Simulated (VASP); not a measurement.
# Zn (Pm-3m) in VASP: further runs

Zn is run at these levels: PBEsol; tasks: single point.

Program: VASP 6.6.1. These are calculated values, not measurements. Logs are shortened: lines on timing, memory, paths and dates and some standing lists are left out, and cuts for length are marked.

## (1) The cell of the first run

Symmetry: Pm-3m, No. 221, cubic system. Conventional cell: a = 2.551 Å, b = 2.551 Å, c = 2.551 Å, α = 90.00°, β = 90.00°, γ = 90.00°. Within 3.4 Å of Zn (site symmetry m-3m) lie 6 Zn at 2.55 Å.

## (2) Single point, PBEsol

INCAR reads:

```
ALGO = Normal
EDIFF = 1E-6
ENCUT = 500
GGA = PS
GGA_COMPAT = F
ISIF = 2
ISMEAR = 0
LASPH = T
LCHARG = T
LELF = T
LREAL = F
LVHAR = T
LWAVE = F
NBANDS = 12
NELM = 120
PREC = Accurate
SIGMA = 0.05
```

KPOINTS reads:

```
k-points
0
Gamma
  17 17 17
```

POSCAR reads:

```
Zn
1.0
    2.5512015424      0.0000000000      0.0000000000
    0.0000000000      2.5512015424      0.0000000000
    0.0000000000      0.0000000000      2.5512015424
Zn
1
Direct
    0.0000000000      0.0000000000      0.0000000000
```

Potentials or basis: VASP PAW PBE potentials, release 64 (Zn).

Run with:

```bash
$ cat potpaw_PBE.64/Zn/POTCAR > POTCAR
$ mpirun -np 1 vasp_std > vasp.out
```

OUTCAR:

```text
EDIFF = 1E-6
   ENCUT = 500
   GGA = PS
   ISIF = 2
   ISMEAR = 0
   LASPH = T
   LREAL = F
   NELM = 120
   PREC = Accurate

 ion  position               nearest neighbor table
   1  0.000  0.000  0.000-

  LATTYP: Found a simple cubic cell.
 ALAT       =     2.5512015424

  Lattice vectors:

 A1 = (   2.5512015424,   0.0000000000,   0.0000000000)
 A2 = (   0.0000000000,   2.5512015424,   0.0000000000)
 A3 = (   0.0000000000,   0.0000000000,   2.5512015424)

Analysis of symmetry for initial positions (statically):
=====================================================================
 Subroutine PRICEL returns:
 Original cell was already a primitive cell.

 Routine SETGRP: Setting up the symmetry group for a
 simple cubic supercell.

 Subroutine GETGRP returns: Found 48 space group operations
 (whereof 48 operations were pure point group operations)
 out of a pool of 48 trial point group operations.

The static configuration has the point symmetry O_h .

Analysis of symmetry for dynamics (positions and initial velocities):
=====================================================================
 Subroutine PRICEL returns:
 Original cell was already a primitive cell.

 Routine SETGRP: Setting up the symmetry group for a
 simple cubic supercell.

 Subroutine GETGRP returns: Found 48 space group operations
 (whereof 48 operations were pure point group operations)
 out of a pool of 48 trial point group operations.

The dynamic configuration has the point symmetry O_h .

 Subroutine INISYM returns: Found 48 space group operations
 (whereof 48 operations are pure point group operations),
 and found     1 'primitive' translations

----------------------------------------------------------------------------------------

                                     Primitive cell

  volume of cell :      16.6048

  direct lattice vectors                    reciprocal lattice vectors
     2.551201542  0.000000000  0.000000000     0.391972168  0.000000000  0.000000000
     0.000000000  2.551201542  0.000000000     0.000000000  0.391972168  0.000000000
     0.000000000  0.000000000  2.551201542     0.000000000  0.000000000  0.391972168

  length of vectors
     2.551201542  2.551201542  2.551201542     0.391972168  0.391972168  0.391972168

  position of ions in fractional coordinates (direct lattice)
     0.000000000  0.000000000  0.000000000

  ion indices of the primitive-cell ions
   primitive index   ion index
[... 75 lines left out ...]
   EDIFFG = 0.1E-04   stopping-criterion for IOM
   NSW    =      0    number of steps for IOM
   IBRION =     -1    ionic relax: 0-MD 1-quasi-New 2-CG
   NFREE  =      0    steps in history (QN), initial steepest desc. (CG)
   ISIF   =      2    stress and relaxation
   ISYM   =      2    0-nonsym 1-usesym 2-fastsym
   POTIM  = 0.5000    time-step for ionic-motion
   TEBEG  =    0.0;   TEEND  =   0.0 temperature during run
   PSTRESS=    0.0 pullay stress
   NELECT =      12.0000    total number of electrons
   NUPDOWN=      -1.0000    fix difference up-down
   EMIN   =  10.00;   EMAX   =-10.00  energy-range for DOS
   EFERMI =   0.00;   METHOD = LEGACY
   ISMEAR =     0;   SIGMA  =   0.05  broadening in eV -4-tet -1-fermi 0-gaus
   EFERMI_NEDOS =   21; number of points for ismear=-14 and -15
   IALGO  =     38    algorithm
   IMIX   =      4    mixing-type and parameters
     AMIX     =   0.40;   BMIX     =  1.00
     AMIX_MAG =   1.60;   BMIX_MAG =  1.00
  volume/ion in A,a.u.               =      16.60       112.05
  Fermi-wavevector in a.u.,A,eV,Ry     =   1.469120  2.776233 29.365622  2.158312
  Thomas-Fermi vector in A             =   2.584535
   LORBIT       =      0    0 simple, 1 ext, 2 COOP (PROOUT), +10 PAW based schemes
   GGA     = PS    functional components
   LHFCALC =     F    Hartree Fock is set to
   AEXX    =    0.0000 exact exchange contribution
   IVDW    =     0    specifies the selected vdW correction
   LEPSILON=     F    determine dielectric tensor
   LRPA    =     F    only Hartree local field effects (RPA)
 non-spin polarized calculation
 Gauss-broadening in eV      SIGMA  =   0.05
  energy-cutoff  :      500.00
  volume of cell :       16.60
 maximum number of plane-waves:       441
 NGX is ok and might be reduce to    20
   NGX =  9   NGY =  9   NGZ =  9

 number of electron      11.9999993 magnetization

 Free energy of the ion-electron system (eV)
  ---------------------------------------------------
  ext. energy  EPLUGINS =         0.00000000
  ---------------------------------------------------
  free energy    TOTEN  =        -1.29397469 eV

  energy without entropy =       -1.29335387  energy(sigma->0) =       -1.29366428

 E-fermi :   2.1275     XC(G=0): -11.1841

 val. band max:        2.0407595750   @ k =   0.4706   0.4118   0.0588
 cond. band min:       2.1278075993   @ k =   0.4706   0.2941   0.2941
 fundamental gap:      0.0870480243
 Fermi energy:         2.1274633229

 k-point     1 :       0.0000    0.0000    0.0000
  band No.  band energies     occupation
      1      -7.4482      2.00000
      2      -5.9993      2.00000
      3      -5.9993      2.00000
      4      -4.6340      2.00000
      5      -4.6340      2.00000
      6      -4.6340      2.00000
      7      15.1120      0.00000
      8      15.1120      0.00000
      9      15.1120      0.00000
     10      18.0913      0.00000
     11      18.0913      0.00000
     12      21.1881      0.00000
[... 331 lines left out ...]
 k-point    24 :       0.4706    0.1176    0.0000
  band No.  band energies     occupation
      1      -5.8138      2.00000
      2      -5.6131      2.00000
      3      -5.1948      2.00000
      4      -5.0199      2.00000
      5      -4.6485      2.00000
      6      -1.2319      2.00000
      7       0.2154      2.00000
      8      16.4750      0.00000
      9      18.5203      0.00000
     10      20.3349      0.00000
     11      22.5587      0.00000
     12      24.4651      0.00000

 [... further k-points ...]
[... 5 lines left out ...]
  --------------------------------------------------------------------------------------
  -------------------------------------------------------------------------------------
  Total        0.1450894      0.1450894      0.1450894      0.0000000     -0.0000000      0.0000000
  in kB       13.9994861     13.9994861     13.9994861      0.0000000     -0.0000000      0.0000000
  external PRESSURE =      13.9994861 kB  Pullay stress =       0.0000000 kB

 VOLUME and BASIS-vectors are now :
 -----------------------------------------------------------------------------
  energy-cutoff  :      500.00
  volume of cell :       16.60
      direct lattice vectors                 reciprocal lattice vectors
     2.551201542  0.000000000  0.000000000     0.391972168  0.000000000  0.000000000
     0.000000000  2.551201542  0.000000000     0.000000000  0.391972168  0.000000000
     0.000000000  0.000000000  2.551201542     0.000000000  0.000000000  0.391972168

 POSITION                                       TOTAL-FORCE (eV/Angst)
 -----------------------------------------------------------------------------------
      0.00000      0.00000      0.00000         0.000000      0.000000      0.000000
 -----------------------------------------------------------------------------------
    total drift:                                0.000000      0.000000      0.000000

  FREE ENERGIE OF THE ION-ELECTRON SYSTEM (eV)
  ---------------------------------------------------
  free  energy   TOTEN  =        -1.2939746853 eV

  energy  without entropy=       -1.2933538663  energy(sigma->0) =       -1.29366428
```

OSZICAR:

```text
N       E                     dE             d eps       ncg     rms          rms(c)
DAV:   1     0.420370932583E+02    0.42037E+02   -0.63695E+03  4064   0.148E+03
DAV:   2    -0.144075052420E+00   -0.42181E+02   -0.39539E+02  4096   0.209E+02
DAV:   3    -0.141977288201E+01   -0.12757E+01   -0.12743E+01  4580   0.365E+01
DAV:   4    -0.142299949033E+01   -0.32266E-02   -0.32265E-02  4344   0.183E+00
DAV:   5    -0.142300217857E+01   -0.26882E-05   -0.26880E-05  4516   0.509E-02    0.259E+00
DAV:   6    -0.130354031663E+01    0.11946E+00   -0.66105E-01  4716   0.161E+01    0.184E+00
DAV:   7    -0.129696403432E+01    0.65763E-02   -0.14390E-02  4320   0.228E+00    0.931E-01
DAV:   8    -0.129398759523E+01    0.29764E-02   -0.13382E-03  4984   0.432E-01    0.265E-02
DAV:   9    -0.129397390598E+01    0.13689E-04   -0.10206E-04  5836   0.149E-01    0.193E-02
DAV:  10    -0.129397468530E+01   -0.77932E-06   -0.54239E-06  4160   0.326E-02
   1 F= -.12939747E+01 E0= -.12936643E+01  d E =-.620819E-03
```

stdout:

```text
POSCAR found type information on POSCAR Zn
 POSCAR found :  1 types and       1 ions
 scaLAPACK will be used
 -----------------------------------------------------------------------------
|                                                                             |
|                                                                             |
|     You enforced a specific xc type in the INCAR file but a different       |
|     I HOPE YOU KNOW WHAT YOU ARE DOING!                                     |
|                                                                             |
 -----------------------------------------------------------------------------

 LDA part: xc-table for (Slater+PW92), standard interpolation
 POSCAR, INCAR and KPOINTS ok, starting setup
 FFT: planning ... GRIDC
 FFT: planning ... GRID_SOFT
 FFT: planning ... GRID
 WAVECAR not read
 entering main loop
```

It took 17 s on 1 thread of Intel Xeon 6975P-C (Granite Rapids), shared host; peak memory 0.14 GiB.

Results:

- Free energy: -1.2940 eV
- Pressure: 1.4 GPa
- Band gap on the k mesh: zero (band 6 reaches 7.43 eV, above the bottom of band 7 at -0.08 eV)

Caveat: the PAW data sets were made with another functional, which shifts forces and pressure a little.

(Part 1 of 3 ends here.)
